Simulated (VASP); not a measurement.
The system is LiTa3O4.

```
CELL_PARAMETERS angstrom
2.75302 -5.48663 0.00000
2.75302 5.48663 0.00000
0.00000 0.00000 3.48257
ATOMIC_POSITIONS crystal
Li 0.00000 0.00000 0.50000
Ta 0.24300 0.75700 0.00000
Ta 0.75700 0.24300 0.00000
Ta 0.50000 0.50000 0.00000
O 0.39148 0.13108 0.00000
O 0.86892 0.60852 0.00000
O 0.13108 0.39148 0.00000
O 0.60852 0.86892 0.00000
```

- Program: VASP 6.6.1
- Task: relaxation of cell and atoms
- Functional: PBE
- Potentials or basis: VASP PAW PBE potentials, release 64 (Li_sv, Ta_pv, O)
- Cutoff: 600 eV
- k mesh: 3 × 3 × 5
- Occupations: gaussian, width 0.2 eV
- Spin: no spin polarisation

At the start: pressure 40.8 GPa; volume 13.15 Å³/atom.

Problem. Where does the relaxation end?

Solution. Over 18 steps the energy falls by 634.7 meV/atom and the volume is 12.32 Å³/atom (-6.4 %); space group Cmmm (No. 65, to 0.05 Å).

Step by step:
| step | energy change (eV) | largest force (eV/Å) | pressure (GPa) | volume (Å³) |
| --- | --- | --- | --- | --- |
| 1 | 0.0000 | 5.4818 | 40.84 | 105.21 |
| 2 | 7.5343 | 1.5689 | -36.96 | 160.52 |
| 3 | -3.4265 | 0.5301 | -15.88 | 121.93 |
| 4 | -3.6156 | 0.6557 | -10.74 | 119.16 |
| 5 | -3.6417 | 0.8178 | -7.44 | 117.63 |
| 6 | -4.4448 | 0.5911 | -5.51 | 109.40 |
| 7 | -4.9339 | 0.5408 | -1.08 | 101.12 |
| 8 | -4.9609 | 0.6212 | 1.86 | 97.75 |
| 9 | -4.9669 | 0.5881 | 0.84 | 98.82 |
| 10 | -5.0259 | 0.3145 | -1.33 | 98.39 |
| 11 | -5.0317 | 0.1114 | -0.92 | 98.50 |
| 12 | -5.0470 | 0.3089 | 2.62 | 97.37 |
| 13 | -5.0493 | 0.2518 | 1.65 | 97.66 |
| 14 | -5.0688 | 0.1984 | 0.70 | 98.21 |
| 15 | -5.0735 | 0.1648 | 0.06 | 98.63 |
| 16 | -5.0767 | 0.0804 | -0.15 | 98.68 |
| 17 | -5.0769 | 0.0948 | -0.21 | 98.69 |
| 18 | -5.0775 | 0.0324 | 0.30 | 98.52 |

Final structure:
```cif
data_structure
_symmetry_space_group_name_H-M 'P 1'
_symmetry_Int_Tables_number 1
_cell_length_a 6.6053
_cell_length_b 6.6053
_cell_length_c 2.9493
_cell_angle_alpha 90.000
_cell_angle_beta 90.000
_cell_angle_gamma 130.036
_cell_volume 98.52
loop_
_atom_site_label
_atom_site_type_symbol
_atom_site_fract_x
_atom_site_fract_y
_atom_site_fract_z
_atom_site_occupancy
Li1 Li 0.00000 0.00000 0.50000 1
Ta1 Ta 0.24665 0.75335 0.00000 1
Ta2 Ta 0.75335 0.24665 0.00000 1
Ta3 Ta 0.50000 0.50000 0.00000 1
O1 O 0.35470 0.12409 0.00000 1
O2 O 0.87591 0.64530 0.00000 1
O3 O 0.12409 0.35470 0.00000 1
O4 O 0.64530 0.87591 0.00000 1
```

Caveat: the k points lie up to 0.43 Å⁻¹ apart in the final cell; the cutoff is under 1.25 times the usual one of these potentials, so pressure, stress and relaxed cells hold a basis-set (Pulay) error; the relaxation stopped at a loose force limit of 0.08 eV/Å, so its end isn't a converged minimum.
